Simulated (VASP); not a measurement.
# W in VASP: single point with PBEsol

Aim: the single point of W with PBEsol.

All numbers are computed with VASP 6.6.1; they aren't measurements. Logs are shortened: lines on timing, memory, paths and dates and some standing lists are left out, and cuts for length are marked.

### 1 The cell of the first run

The cell holds a slab with vacuum, 14 atoms: a = 2.827 Å, b = 6.925 Å, c = 25.609 Å, α = 90.00°, β = 90.00°, γ = 90.00°.

### 2 Single point, PBEsol

INCAR

```
ALGO = Normal ; DIPOL = 0.5 0.5 0.500
EDIFF = 1E-6 ; ENCUT = 400
GGA = PS ; GGA_COMPAT = False
IDIPOL = 3 ; ISIF = 2
ISMEAR = 0 ; LASPH = True
LCHARG = False ; LDIPOL = True
LREAL = False ; LWAVE = False
NBANDS = 111 ; NELM = 120
NELMDL = -8 ; PREC = Accurate
SIGMA = 0.1
```

KPOINTS

```
k-points
0
Gamma
  12 5 1
```

POSCAR

```
W
1.0
    2.8270069245      0.0000000000      0.0000000000
    0.0000000000      6.9247244644      0.0000000000
    0.0000000000      0.0000000000     25.6091258576
W
14
Direct
    0.5000000000      0.6038949307      0.3169436400
    0.0000000000      0.2795443085      0.3266928190
    0.5000000000     -0.0392272136      0.3511502662
    0.0000000000      0.6493199195      0.4047746017
    0.5000000000      0.3205809385      0.4124701232
    0.0000000000     -0.0072117962      0.4503512324
    0.5000000000      0.6692640885      0.4965597679
    0.0000000000      0.3307359523      0.5034402388
    0.5000000000      0.0072118044      0.5496487493
    0.0000000000      0.6794190533      0.5875298851
    0.5000000000      0.3506801040      0.5952254006
    0.0000000000      0.0392272210      0.6488497145
    0.5000000000      0.7204556690      0.6733071946
    0.0000000000      0.3961050201      0.6830563667
```

Potentials or basis: VASP PAW PBE potentials, release 64 (W_sv).

On the command line:

```sh
$ cat potpaw_PBE.64/W_sv/POTCAR > POTCAR
$ mpirun -np 1 vasp_std > vasp.out
```

OUTCAR:

```text
EDIFF = 1E-6
   ENCUT = 400
   GGA = PS
   ISIF = 2
   ISMEAR = 0
   LASPH = True
   LREAL = False
   NELM = 120
   NELMDL = -8
   PREC = Accurate

 ion  position               nearest neighbor table
   1  0.500  0.604  0.317-   3 2.62   2 2.67   2 2.67   4 2.68   4 2.68   5 3.14
   2  0.000  0.280  0.327-   5 2.63   5 2.63   1 2.67   1 2.67   3 2.69   3 2.69   4 3.25
   3  0.500  0.961  0.351-   1 2.62   2 2.69   2 2.69   6 2.92   6 2.92   4 2.92   4 2.92   5 2.95

   4  0.000  0.649  0.405-   6 2.65   1 2.68   1 2.68   5 2.69   5 2.69   7 2.75   7 2.75   3 2.92
                             3 2.92   2 3.25   8 3.35
   5  0.500  0.321  0.412-   2 2.63   2 2.63   4 2.69   4 2.69   8 2.73   8 2.73   6 2.84   6 2.84
                             3 2.95   1 3.14   7 3.24
   6  0.000  0.993  0.450-   4 2.65   8 2.71   5 2.84   5 2.84   7 2.90   7 2.90   9 2.91   9 2.91
                             3 2.92   3 2.92
   7  0.500  0.669  0.497-   9 2.71  10 2.73  10 2.73   8 2.74   8 2.74   4 2.75   4 2.75   6 2.90
                             6 2.90   5 3.24  11 3.35
   8  0.000  0.331  0.503-   6 2.71   5 2.73   5 2.73   7 2.74   7 2.74  11 2.75  11 2.75   9 2.90
                             9 2.90  10 3.24   4 3.35
   9  0.500  0.007  0.550-  11 2.65   7 2.71  10 2.84  10 2.84   8 2.90   8 2.90   6 2.91   6 2.91
                            12 2.92  12 2.92
  10  0.000  0.679  0.588-  13 2.63  13 2.63  11 2.69  11 2.69   7 2.73   7 2.73   9 2.84   9 2.84
                            12 2.95  14 3.14   8 3.24
  11  0.500  0.351  0.595-   9 2.65  14 2.68  14 2.68  10 2.69  10 2.69   8 2.75   8 2.75  12 2.92
                            12 2.92  13 3.25   7 3.35
  12  0.000  0.039  0.649-  14 2.62  13 2.69  13 2.69   9 2.92   9 2.92  11 2.92  11 2.92  10 2.95

  13  0.500  0.720  0.673-  10 2.63  10 2.63  14 2.67  14 2.67  12 2.69  12 2.69  11 3.25
  14  0.000  0.396  0.683-  12 2.62  13 2.67  13 2.67  11 2.68  11 2.68  10 3.14

  LATTYP: Found a simple orthorhombic cell.
 ALAT       =     2.8270069245
 B/A-ratio  =     2.4494897428
 C/A-ratio  =     9.0587418218

  Lattice vectors:

 A1 = (   2.8270069245,   0.0000000000,   0.0000000000)
 A2 = (   0.0000000000,   6.9247244644,   0.0000000000)
 A3 = (   0.0000000000,   0.0000000000,  25.6091258576)

Analysis of symmetry for initial positions (statically):
=====================================================================
 Subroutine PRICEL returns:
 Original cell was already a primitive cell.

 Routine SETGRP: Setting up the symmetry group for a
 simple orthorhombic supercell.

 Subroutine GETGRP returns: Found  4 space group operations
 (whereof  2 operations were pure point group operations)
 out of a pool of  8 trial point group operations.

[... 161 lines left out ...]
   GGA     = PS    functional components
   LHFCALC =     F    Hartree Fock is set to
   AEXX    =    0.0000 exact exchange contribution
   IVDW    =     0    specifies the selected vdW correction
   LEPSILON=     F    determine dielectric tensor
   LRPA    =     F    only Hartree local field effects (RPA)
 non-spin polarized calculation
 Gauss-broadening in eV      SIGMA  =   0.10
  energy-cutoff  :      400.00
  volume of cell :      501.33
 maximum number of plane-waves:      9165
   NGX =  9   NGY = 23   NGZ = 83

 dipolmoment           0.000000      0.000000     -0.000000 electrons x Angstroem

 number of electron     196.0000029 magnetization

 dipolmoment           0.000000      0.000000      0.000000 electrons x Angstroem

 Free energy of the ion-electron system (eV)
  ---------------------------------------------------
  ext. energy  EPLUGINS =         0.00000000
  ---------------------------------------------------
  free energy    TOTEN  =      -179.45178416 eV

  energy without entropy =     -179.39303820  energy(sigma->0) =     -179.42241118

 E-fermi :   2.3222     XC(G=0):  -6.8427

 val. band max:        2.3028104687   @ k =   0.1667   0.4000   0.0000
 cond. band min:       2.3402935910   @ k =   0.1667   0.4000   0.0000
 fundamental gap:      0.0374831223
 Fermi energy:         2.3222461502

 k-point     1 :       0.0000    0.0000    0.0000
  band No.  band energies     occupation
      1     -71.5879      2.00000
      2     -71.5871      2.00000
      3     -71.4616      2.00000
      4     -71.4522      2.00000
      5     -71.4510      2.00000
      6     -71.4480      2.00000
[... 2362 lines left out ...]
    109       4.5836      0.00000
    110       4.5836      0.00000
 [bands above 110 left out]

------------------------ aborting loop because EDIFF is reached ----------------------------------------

 vacuum level on the upper side and lower side of the slab       (xc-potential included)        -0.129        -0.129

  FORCE on cell =-STRESS in cart. coord.  units (eV):
  Direction    XX          YY          ZZ          XY          YZ          ZX
  --------------------------------------------------------------------------------------
  -------------------------------------------------------------------------------------
  Total       17.8798139     -1.9903776      0.9004190      0.0000000      0.0285535      0.0000000
  in kB       57.1412126     -6.3609493      2.8776044      0.0000000      0.0912528      0.0000000
  external PRESSURE =      17.8859559 kB  Pullay stress =       0.0000000 kB

 VOLUME and BASIS-vectors are now :
 -----------------------------------------------------------------------------
  energy-cutoff  :      400.00
  volume of cell :      501.33
      direct lattice vectors                 reciprocal lattice vectors
     2.827006925  0.000000000  0.000000000     0.353731005  0.000000000  0.000000000
     0.000000000  6.924724464  0.000000000     0.000000000  0.144410078  0.000000000
     0.000000000  0.000000000 25.609125858     0.000000000  0.000000000  0.039048580

 POSITION                                       TOTAL-FORCE (eV/Angst)
 -----------------------------------------------------------------------------------
      1.41350      4.18181      8.11665         0.000000      0.008486     -0.063196
      0.00000      1.93577      8.36632         0.000000     -0.022143     -0.045569
      1.41350      6.65309      8.99265         0.000000      0.008002     -0.018837
      0.00000      4.49636     10.36592         0.000000      0.014469      0.016130
      1.41350      2.21993     10.56300         0.000000     -0.008445      0.002819
      0.00000      6.87478     11.53310         0.000000     -0.002694     -0.016939
      1.41350      4.63447     12.71646         0.000000      0.000525     -0.008552
      0.00000      2.29026     12.89266         0.000000     -0.000525      0.008552
      1.41350      0.04994     14.07602         0.000000      0.002694      0.016939
      0.00000      4.70479     15.04613         0.000000      0.008445     -0.002819
      1.41350      2.42836     15.24320         0.000000     -0.014469     -0.016130
      0.00000      0.27164     16.61647         0.000000     -0.008002      0.018837
      1.41350      4.98896     17.24281         0.000000      0.022143      0.045569
      0.00000      2.74292     17.49248         0.000000     -0.008486      0.063196
 -----------------------------------------------------------------------------------
    total drift:                                0.000000      0.000397      0.000142

  FREE ENERGIE OF THE ION-ELECTRON SYSTEM (eV)
  ---------------------------------------------------
  free  energy   TOTEN  =      -179.4517841628 eV

  energy  without entropy=     -179.3930382000  energy(sigma->0) =     -179.42241118

 vacuum level on the upper side and lower side of the slab         6.930         6.931
```

OSZICAR:

```text
N       E                     dE             d eps       ncg     rms          rms(c)
DAV:   1     0.244072667149E+04    0.24407E+04   -0.11200E+05  5694   0.151E+03
DAV:   2    -0.610476450581E+02   -0.25018E+04   -0.24619E+04  5145   0.527E+02
DAV:   3    -0.184231624734E+03   -0.12318E+03   -0.11845E+03  5727   0.116E+02
[... 28 lines left out ...]
DAV:  32    -0.179451767331E+03   -0.11542E-04   -0.41537E-07  2972   0.226E-03    0.225E-03
DAV:  33    -0.179451776586E+03   -0.92543E-05   -0.35633E-07  2916   0.263E-03    0.102E-03
DAV:  34    -0.179451781127E+03   -0.45415E-05   -0.22982E-07  2836   0.165E-03    0.404E-04
DAV:  35    -0.179451783282E+03   -0.21549E-05   -0.16273E-07  2820   0.885E-04    0.485E-04
DAV:  36    -0.179451784163E+03   -0.88062E-06   -0.74600E-08  2772   0.884E-04
   1 F= -.17945178E+03 E0= -.17942241E+03  d E =-.587460E-01
```

stdout:

```text
POSCAR found type information on POSCAR W
 POSCAR found :  1 types and      14 ions
 scaLAPACK will be used
 -----------------------------------------------------------------------------
|                                                                             |
|                                                                             |
|     You enforced a specific xc type in the INCAR file but a different       |
|     I HOPE YOU KNOW WHAT YOU ARE DOING!                                     |
|                                                                             |
 -----------------------------------------------------------------------------

 LDA part: xc-table for (Slater+PW92), standard interpolation
 POSCAR, INCAR and KPOINTS ok, starting setup
 FFT: planning ... GRIDC
 FFT: planning ... GRID_SOFT
 FFT: planning ... GRID
 WAVECAR not read
 entering main loop
```

Wall time 21 min (1 thread of AMD EPYC 9R45 (Zen 5), shared host); peak memory 0.68 GiB.

Results:

```
Free energy            : -179.4518 eV
Largest force          : 0.064 eV/Å
Band gap on the k mesh : zero (bands 98 and 99 overlap by 0.73 eV)
```

Forces on the atoms (eV/Å):
```
W    0.000  0.008 -0.063
W    0.000 -0.022 -0.046
W    0.000  0.008 -0.019
W    0.000  0.014  0.016
W    0.000 -0.008  0.003
W    0.000 -0.003 -0.017
W    0.000  0.001 -0.009
W    0.000 -0.001  0.009
W    0.000  0.003  0.017
W    0.000  0.008 -0.003
W    0.000 -0.014 -0.016
W    0.000 -0.008  0.019
W    0.000  0.022  0.046
W    0.000 -0.008  0.063
```

Caveat: the PAW data sets were made with another functional, which shifts forces and pressure a little; spin-orbit coupling is left out, which moves the levels of the heavy elements.

The gap in the log of VASP goes by the Fermi energy; the results here count the filled bands.